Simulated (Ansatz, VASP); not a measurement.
# One calculation of SiC, two programs

```
Si C
1.0
     0.00000    2.12024    2.12024
     2.12024    0.00000    2.12024
     2.12024    2.12024    0.00000
Si C
1 1
Direct
  0.00000 0.00000 0.00000
  0.25000 0.25000 0.25000
```

Alike in both runs: task single point; functional PBE0; k mesh 6 × 6 × 6; no spin polarisation.

|  | VASP | Ansatz |
| --- | --- | --- |
| version | VASP 6.6.1 | Ansatz 0.2.0 |
| potentials or method | VASP PAW PBE potentials, release 64 (Si, C), cutoff 520 eV | scalar-relativistic, plane waves, PAW |
| occupations | gaussian, width 0.01 eV | fixed |
| valence electrons in the cell | 8 | 8 |

|  | VASP | Ansatz | Ansatz less VASP |
| --- | --- | --- | --- |
| gap on the k mesh at the Fermi level (eV) | 2.93 | 2.90 | -0.028 |
| least direct gap on the mesh (eV) | 6.61 | 6.57 | -0.034 |
| pressure (GPa) | 19.7 | 20.3 | +0.56 |

Ansatz's warnings: stress exchange threshold loose, stress scf threshold loose.

The k mesh is coarse, so the values compare programs but aren't converged.
